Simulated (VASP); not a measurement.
A run of VASP 6.6.1:

The input POSCAR:

```
WS2
1.0
    1.5790003843      0.9116362969      6.1633300000
   -1.5790003843      0.9116362969      6.1633300000
    0.0000000000     -1.8232725938      6.1633300000
W S
1 2
Direct
    0.0000000000      0.0000000000      0.0000000000
    0.7503000000      0.7503000000      0.7503000000
    0.5810000000      0.5810000000      0.5810000000
```

The input INCAR.step1:

```
SYSTEM = WS2
  PREC = Accurate
  ENCUT = 520
  EDIFF = 1E-6
  ISMEAR = -1
  SIGMA = 0.08
  LREAL = .FALSE.
  LASPH = .TRUE.
  NELM = 60
  ALGO = Normal
  ISIF = 2
  LWAVE = .FALSE.
  LCHARG = .TRUE.
  LMAXMIX = 4
  NBANDS = 20
```

The input KPOINTS.step1:

```
regular mesh
0
G
  13 13 13
  0 0 0
```

The input INCAR.step2:

```
SYSTEM = WS2
  PREC = Accurate
  ENCUT = 520
  EDIFF = 1E-6
  ISMEAR = -5
  SIGMA = 0.08
  LREAL = .FALSE.
  LASPH = .TRUE.
  NELM = 60
  ALGO = Normal
  ISIF = 2
  LWAVE = .FALSE.
  LCHARG = .FALSE.
  LMAXMIX = 4
  LORBIT = 11
  NEDOS = 1001
  ICHARG = 11
```

The input KPOINTS.step2:

```
regular mesh
0
G
  20 20 20
  0 0 0
```

Potentials or basis: VASP PAW LDA potentials, release 64 (W_sv, S).

Run with:

```console
$ cat potpaw_LDA.64/W_sv/POTCAR potpaw_LDA.64/S/POTCAR > POTCAR
$ cp INCAR.step1 INCAR
$ cp KPOINTS.step1 KPOINTS
$ mpirun -np 1 vasp_std > vasp.out
$ cp INCAR.step2 INCAR
$ cp KPOINTS.step2 KPOINTS
$ mpirun -np 1 vasp_std > vasp.out
```

Hardware: 1 thread of Intel(R) Xeon(R) Platinum 8488C (Sapphire Rapids), with other jobs on the host.

Problem. Estimate the wall time of this run.

Solution. Run time: 19 min on 1 thread of Intel(R) Xeon(R) Platinum 8488C (Sapphire Rapids), on a shared host, peak memory 0.78 GiB. Counts: k points 781.
